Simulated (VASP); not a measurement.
# Re in VASP: a series of runs

The runs below take Re through single point, relaxation of cell and atoms, with PBE.

All numbers are computed with VASP 6.6.1; they aren't measurements. Logs are shortened: lines on timing, memory, paths and dates and some standing lists are left out, and cuts for length are marked.

## 1. The cell of the first run

It takes space group Fm-3m (No. 225, cubic). The conventional cell has a = 3.913 Å, b = 3.913 Å, c = 3.913 Å, α = 90.00°, β = 90.00°, γ = 90.00°. Within 3.6 Å of Re (site symmetry m-3m) lie 12 Re at 2.77 Å.

This isn't the form of Re at room conditions, which is hcp.

## 2. Single point, PBE

INCAR

```
  ALGO = Normal
  EDIFF = 1E-6
  ENCUT = 600
  GGA = PE
  GGA_COMPAT = False
  ISIF = 2
  ISMEAR = 0
  LASPH = True
  LCHARG = True
  LELF = True
  LREAL = False
  LVHAR = True
  LWAVE = False
  NBANDS = 10
  NELM = 120
  PREC = Accurate
  SIGMA = 0.1
```

KPOINTS

```
k-points
0
Gamma
  8 8 8
```

POSCAR

```
Re
1.0
    0.0000000000      1.9566016988      1.9566016988
    1.9566016988      0.0000000000      1.9566016988
    1.9566016988      1.9566016988      0.0000000000
Re
1
Direct
    0.5000000000      0.5000000000      0.5000000000
```

Potentials or basis: VASP PAW PBE potentials, release 64 (Re).

Command:

```bash
$ cat potpaw_PBE.64/Re/POTCAR > POTCAR
$ mpirun -np 1 vasp_std > vasp.out
```

OUTCAR:

```text
EDIFF = 1E-6
   ENCUT = 600
   GGA = PE
   ISIF = 2
   ISMEAR = 0
   LASPH = True
   LREAL = False
   NELM = 120
   PREC = Accurate

 ion  position               nearest neighbor table
   1  0.500  0.500  0.500-

  LATTYP: Found a face centered cubic cell.
 ALAT       =     3.9132033976

  Lattice vectors:

 A1 = (   0.0000000000,   1.9566016988,   1.9566016988)
 A2 = (   1.9566016988,   0.0000000000,   1.9566016988)
 A3 = (   1.9566016988,   1.9566016988,   0.0000000000)

Analysis of symmetry for initial positions (statically):
=====================================================================
 Subroutine PRICEL returns:
 Original cell was already a primitive cell.

 Routine SETGRP: Setting up the symmetry group for a
 face centered cubic supercell.

 Subroutine GETGRP returns: Found 48 space group operations
 (whereof 48 operations were pure point group operations)
 out of a pool of 48 trial point group operations.

The static configuration has the point symmetry O_h .

Analysis of symmetry for dynamics (positions and initial velocities):
=====================================================================
 Subroutine PRICEL returns:
 Original cell was already a primitive cell.

 Routine SETGRP: Setting up the symmetry group for a
 face centered cubic supercell.

 Subroutine GETGRP returns: Found 48 space group operations
 (whereof 48 operations were pure point group operations)
 out of a pool of 48 trial point group operations.

The dynamic configuration has the point symmetry O_h .

 Subroutine INISYM returns: Found 48 space group operations
 (whereof 48 operations are pure point group operations),
 and found     1 'primitive' translations

----------------------------------------------------------------------------------------

                                     Primitive cell

  volume of cell :      14.9809

  direct lattice vectors                    reciprocal lattice vectors
     0.000000000  1.956601699  1.956601699    -0.255545112  0.255545112  0.255545112
     1.956601699  0.000000000  1.956601699     0.255545112 -0.255545112  0.255545112
     1.956601699  1.956601699  0.000000000     0.255545112  0.255545112 -0.255545112

  length of vectors
     2.767052659  2.767052659  2.767052659     0.442617117  0.442617117  0.442617117

  position of ions in fractional coordinates (direct lattice)
     0.500000000  0.500000000  0.500000000

  ion indices of the primitive-cell ions
   primitive index   ion index
                 1           1

----------------------------------------------------------------------------------------

 KPOINTS: k-points

Automatic generation of k-mesh.
 Grid dimensions read from file:
 generate k-points for:    8    8    8

 Generating k-lattice:

  Cartesian coordinates                     Fractional coordinates (reciprocal lattice)
    -0.031943139  0.031943139  0.031943139     0.125000000  0.000000000  0.000000000
     0.031943139 -0.031943139  0.031943139     0.000000000  0.125000000  0.000000000
     0.031943139  0.031943139 -0.031943139     0.000000000  0.000000000  0.125000000

  Length of vectors
     0.055327140  0.055327140  0.055327140

  Shift w.r.t. Gamma in fractional coordinates (k-lattice)
     0.000000000  0.000000000  0.000000000

 Subroutine IBZKPT returns following result:
 ===========================================

 Found     29 irreducible k-points:

 Following reciprocal coordinates:
            Coordinates               Weight
  0.000000  0.000000  0.000000      1.000000
  0.125000  0.000000  0.000000      8.000000
  0.250000  0.000000  0.000000      8.000000
  0.375000  0.000000  0.000000      8.000000
  0.500000  0.000000  0.000000      4.000000
  0.125000  0.125000  0.000000      6.000000
[... 16 lines left out ...]
  0.500000  0.250000  0.125000     48.000000
 -0.375000  0.250000  0.125000     24.000000
 [... further k-points ...]
   k-points           NKPTS =     29   k-points in BZ     NKDIM =     29   number of bands    NBANDS=     10
   number of dos      NEDOS =    301   number of ions     NIONS =      1
   total plane-waves  NPLWV =  13824
   dimension x,y,z NGX =    24 NGY =   24 NGZ =   24
   dimension x,y,z NGXF=    48 NGYF=   48 NGZF=   48
   ions per type =               1
   NGX,Y,Z   is equivalent  to a cutoff of  14.42, 14.42, 14.42 a.u.
   NGXF,Y,Z  is equivalent  to a cutoff of  28.84, 28.84, 28.84 a.u.
 SYSTEM =  unknown system
   PREC   = accura    normal or accurate (medium, high low for compatibility)
   ISTART =      0    job   : 0-new  1-cont  2-samecut
   ICHARG =      2    charge: 1-file 2-atom 10-const
   ISPIN  =      1    spin polarized calculation?
   LNONCOLLINEAR =      F non collinear calculations
   LSORBIT =      F    spin-orbit coupling
   LASPH  =      T    aspherical Exc in radial PAW
   ENCUT  =  600.0 eV  44.10 Ry    6.64 a.u.   5.53  5.53  5.53*2*pi/ulx,y,z
   NELM   =    120;   NELMIN=  2; NELMDL= -5     # of ELM steps
   EDIFF  = 0.1E-05   stopping-criterion for ELM
   LREAL  =      F    real-space projection
[... 7 lines left out ...]
   TEBEG  =    0.0;   TEEND  =   0.0 temperature during run
   PSTRESS=    0.0 pullay stress
   NELECT =       7.0000    total number of electrons
   NUPDOWN=      -1.0000    fix difference up-down
   EMIN   =  10.00;   EMAX   =-10.00  energy-range for DOS
   EFERMI =   0.00;   METHOD = LEGACY
   ISMEAR =     0;   SIGMA  =   0.10  broadening in eV -4-tet -1-fermi 0-gaus
   EFERMI_NEDOS =   21; number of points for ismear=-14 and -15
   IALGO  =     38    algorithm
   IMIX   =      4    mixing-type and parameters
     AMIX     =   0.40;   BMIX     =  1.00
     AMIX_MAG =   1.60;   BMIX_MAG =  1.00
  volume/ion in A,a.u.               =      14.98       101.10
  Fermi-wavevector in a.u.,A,eV,Ry     =   1.270365  2.400641 21.957442  1.613826
  Thomas-Fermi vector in A             =   2.403356
   LORBIT       =      0    0 simple, 1 ext, 2 COOP (PROOUT), +10 PAW based schemes
   GGA     = PE    functional components
   LHFCALC =     F    Hartree Fock is set to
   AEXX    =    0.0000 exact exchange contribution
   IVDW    =     0    specifies the selected vdW correction
   LEPSILON=     F    determine dielectric tensor
   LRPA    =     F    only Hartree local field effects (RPA)
 non-spin polarized calculation
 Gauss-broadening in eV      SIGMA  =   0.10
  energy-cutoff  :      600.00
  volume of cell :       14.98
 maximum number of plane-waves:       531
 NGX is ok and might be reduce to    24

 number of electron       7.0000001 magnetization

 Free energy of the ion-electron system (eV)
  ---------------------------------------------------
  ext. energy  EPLUGINS =         0.00000000
  ---------------------------------------------------
  free energy    TOTEN  =       -12.34079509 eV

  energy without entropy =      -12.33499828  energy(sigma->0) =      -12.33789668

 E-fermi :   8.1178     XC(G=0): -13.6284

 val. band max:        7.7661888924   @ k =   0.5000   0.2500   0.1250
 cond. band min:       8.1239116258   @ k =   0.5000   0.0000   0.0000
 fundamental gap:      0.3577227334
 Fermi energy:         8.1178344348

 k-point     1 :       0.0000    0.0000    0.0000
  band No.  band energies     occupation
      1      -2.0783      2.00000
      2       6.0695      2.00000
      3       6.0695      2.00000
      4       6.0695      2.00000
      5       9.1831      0.00000
      6       9.1831      0.00000
      7      21.8040      0.00000
      8      27.3867      0.00000
      9      27.3867      0.00000
     10      27.3867      0.00000

 k-point     2 :       0.1250    0.0000    0.0000
  band No.  band energies     occupation
      1      -1.3898      2.00000
      2       5.6475      2.00000
      3       6.3612      2.00000
      4       6.3612      2.00000
      5       8.9817      0.00000
      6       8.9817      0.00000
      7      23.0530      0.00000
      8      24.9571      0.00000
      9      28.6473      0.00000
     10      28.6473      0.00000

 k-point     3 :       0.2500    0.0000    0.0000
  band No.  band energies     occupation
      1       0.1970      2.00000
      2       5.2462      2.00000
      3       6.5324      2.00000
      4       6.5324      2.00000
      5       9.3281      0.00000
      6       9.3281      0.00000
      7      21.7803      0.00000
      8      25.4097      0.00000
      9      31.8608      0.00000
     10      31.9918      0.00000

 k-point     4 :       0.3750    0.0000    0.0000
  band No.  band energies     occupation
      1       1.1100      2.00000
      2       6.1024      2.00000
      3       6.1024      2.00000
      4       6.5761      2.00000
      5      10.7855      0.00000
      6      10.7855      0.00000
      7      19.3567      0.00000
      8      22.8167      0.00000
      9      29.7575      0.00000
     10      29.7575      0.00000
[... 222 lines left out ...]
 k-point    22 :       0.3750    0.2500    0.1250
  band No.  band energies     occupation
      1       1.6171      2.00000
      2       4.0938      2.00000
      3       5.7837      2.00000
      4       8.2640      0.03868
      5       8.3299      0.00271
      6      11.3783      0.00000
      7      23.0497      0.00000
      8      26.3598      0.00000
      9      26.8673      0.00000
     10      28.3482      0.00000

 k-point    23 :       0.5000    0.2500    0.1250
  band No.  band energies     occupation
      1       2.6788      2.00000
      2       4.4908      2.00000
      3       5.0599      2.00000
      4       7.7662      2.00000
      5      10.2705      0.00000
      6      13.3843      0.00000
      7      19.6515      0.00000
      8      24.6534      0.00000
      9      25.1223      0.00000
     10      30.0295      0.00000

 k-point    24 :      -0.3750    0.2500    0.1250
  band No.  band energies     occupation
      1       2.7890      2.00000
      2       4.2472      2.00000
      3       6.0161      2.00000
      4       7.4213      2.00000
      5      11.2177      0.00000
      6      15.0956      0.00000
      7      16.6871      0.00000
      8      24.2702      0.00000
      9      25.1433      0.00000
     10      27.9630      0.00000

 [... further k-points ...]
[... 5 lines left out ...]
  --------------------------------------------------------------------------------------
  -------------------------------------------------------------------------------------
  Total       -0.0349748     -0.0349748     -0.0349748      0.0000000      0.0000000     -0.0000000
  in kB       -3.7404855     -3.7404855     -3.7404855      0.0000000      0.0000000     -0.0000000
  external PRESSURE =      -3.7404855 kB  Pullay stress =       0.0000000 kB

 VOLUME and BASIS-vectors are now :
 -----------------------------------------------------------------------------
  energy-cutoff  :      600.00
  volume of cell :       14.98
      direct lattice vectors                 reciprocal lattice vectors
     0.000000000  1.956601699  1.956601699    -0.255545112  0.255545112  0.255545112
     1.956601699  0.000000000  1.956601699     0.255545112 -0.255545112  0.255545112
     1.956601699  1.956601699  0.000000000     0.255545112  0.255545112 -0.255545112

 POSITION                                       TOTAL-FORCE (eV/Angst)
 -----------------------------------------------------------------------------------
      1.95660      1.95660      1.95660         0.000000      0.000000     -0.000000
 -----------------------------------------------------------------------------------
    total drift:                               -0.000000     -0.000000      0.000000

  FREE ENERGIE OF THE ION-ELECTRON SYSTEM (eV)
  ---------------------------------------------------
  free  energy   TOTEN  =       -12.3407950870 eV

  energy  without entropy=      -12.3349982810  energy(sigma->0) =      -12.33789668
```

Run time: 6.2 s. Hardware: 1 thread of Intel Xeon 8259CL, shared host; peak memory 0.14 GiB.

Results:

```
Free energy            : -12.3408 eV
Pressure               : -0.4 GPa
Band gap on the k mesh : zero (an odd number of electrons rules out a gap without spin polarisation)
```

Caveat: spin-orbit coupling is left out, which moves the levels of the heavy elements.

## 3. Relaxation of cell and atoms, PBE

INCAR

```
SYSTEM = Re
  PREC = Accurate
  ENCUT = 600
  EDIFF = 1E-7
  ISMEAR = 0
  SIGMA = 0.1
  LREAL = .False.
  LASPH = .True.
  NELM = 120
  ALGO = Normal
  ISIF = 3
  LWAVE = .False.
  LCHARG = .False.
  GGA = PE
  IBRION = 2
  NSW = 90
  EDIFFG = -0.04
  GGA_COMPAT = .False.
  NELMIN = 4
```

KPOINTS

```
regular mesh
0
Gamma
  8 8 8
  0 0 0
```

POSCAR

```
Re
1.0
    0.0000000000      1.9575967431      1.9575967431
    1.9575967431      0.0000000000      1.9575967431
    1.9575967431      1.9575967431      0.0000000000
Re
1
Direct
    0.5000000000      0.5000000000      0.5000000000
```

Potentials or basis: VASP PAW PBE potentials, release 64 (Re).

Command:

```bash
$ cat potpaw_PBE.64/Re/POTCAR > POTCAR
$ mpirun -np 1 vasp_std > vasp.out
```

Wall time 12 s (1 thread of Intel Xeon 8259CL, shared host); peak memory 0.14 GiB.

Results (log left out):

```
Free energy                           : -12.3408 eV
Relaxed volume                        : 14.96 Å³/atom
Relaxed cell                          : a = 2.766 Å, b = 2.766 Å, c = 2.766 Å, α = 60.00°, β = 60.00°, γ = 60.00°
Space group after relaxing (to 0.1 Å) : Fm-3m (No. 225)
Energy gained by relaxing             : 0.1 meV/atom
Ionic steps                           : 3
Pressure after relaxing               : 0.0 GPa
Band gap on the k mesh                : zero (an odd number of electrons rules out a gap without spin polarisation)
```

The path:
| step | energy change (eV) | largest force (eV/Å) | pressure (GPa) | volume (Å³) |
| --- | --- | --- | --- | --- |
| 1 | 0.0000 | 0.0000 | -0.93 | 15.00 |
| 2 | 0.0016 | 0.0000 | 3.80 | 14.82 |
| 3 | -0.0001 | 0.0000 | 0.02 | 14.96 |

Final structure:
```
CELL_PARAMETERS angstrom
0.00000 1.95591 1.95591
1.95591 0.00000 1.95591
1.95591 1.95591 0.00000
ATOMIC_POSITIONS crystal
Re 0.50000 0.50000 0.50000
```

Levels at points of the mesh, in eV from the Fermi level:
```
           k point  band 2  band 3  band 4  band 5  band 6  band 7
(0.00, 0.00, 0.00)   -2.05   -2.05   -2.05    1.07    1.07   13.69
(0.50, 0.00, 0.00)   -2.25   -2.25    0.01    3.55    3.55    9.55
(0.50, 0.50, 0.00)   -6.02    2.54    3.51    4.28    4.28   11.96
```

Caveat: spin-orbit coupling is left out, which moves the levels of the heavy elements.

## 4. Single point, PBE

This run uses another cell than the first one: it holds 2 atoms, not 1.

INCAR

```
SYSTEM = Re
PREC     = Accurate       ! precision mode
ENCUT    = 600            ! plane-wave cutoff, eV
EDIFF    = 1E-6           ! SCF threshold, eV
ISMEAR   = 0              ! smearing method
SIGMA    = 0.1            ! smearing width, eV
LREAL    = .FALSE.        ! projectors in reciprocal space
LASPH    = .TRUE.         ! aspherical terms in the spheres
NELM     = 120            ! most SCF steps
ALGO     = Normal         ! electronic algorithm
ISIF     = 2              ! what is computed and relaxed
LWAVE    = .FALSE.        ! write WAVECAR
LCHARG   = .TRUE.         ! write CHGCAR
GGA      = PE             ! functional
LELF     = .TRUE.         ! ELF
LVHAR    = .TRUE.       
NBANDS   = 14             ! bands
GGA_COMPAT= .FALSE.
```

KPOINTS

```
regular mesh
0
G
  6 6 6
  0 0 0
```

POSCAR

```
Re
1.0
    1.3816954673      0.7977222500      4.5373857779
   -1.3816954673      0.7977222500      4.5373857779
    0.0000000000     -1.5954445000      4.5373857779
Re
2
Direct
    0.2500025483      0.2500025483      0.2500025483
    0.7499974517      0.7499974517      0.7499974517
```

Command:

```bash
$ cat potpaw_PBE.64/Re/POTCAR > POTCAR
$ mpirun -np 1 vasp_std > vasp.out
```

It took 48 s on 1 thread of Intel Xeon 8259CL, shared host; peak memory 0.24 GiB.

Results (log left out):

* Free energy: -24.7745 eV
* Pressure: -0.3 GPa
* Band gap on the k mesh: zero (bands 7 and 8 overlap by 4.14 eV)

Stress tensor (GPa, compression positive):
```
-0.38  0.00  0.00
 0.00 -0.38  0.00
 0.00  0.00 -0.25
```

Levels at points of the mesh, in eV from the Fermi level:
| k point | band 4 | band 5 | band 6 | band 7 | band 8 | band 9 | band 10 | band 11 |
| --- | --- | --- | --- | --- | --- | --- | --- | --- |
| (0.00, 0.00, 0.00) | -1.82 | -1.71 | -1.60 | -1.60 | 0.34 | 1.45 | 1.45 | 3.90 |
| (0.50, 0.00, 0.00) | -3.84 | -1.75 | -1.74 | 0.44 | 0.44 | 4.19 | 4.19 | 6.27 |
| (0.50, 0.50, 0.00) | -1.90 | -1.80 | 0.43 | 2.95 | 3.87 | 3.89 | 3.98 | 4.65 |
| (0.50, 0.50, 0.50) | -2.50 | -1.17 | -1.17 | -1.17 | -1.17 | 1.62 | 1.62 | 1.62 |

Caveat: the k points lie up to 0.44 Å⁻¹ apart, too coarse for converged energies and pressures of a metal; spin-orbit coupling is left out, which moves the levels of the heavy elements.

(Continued in part 2 of 2.)

The gap in the log of VASP goes by the Fermi energy; the results here count the filled bands.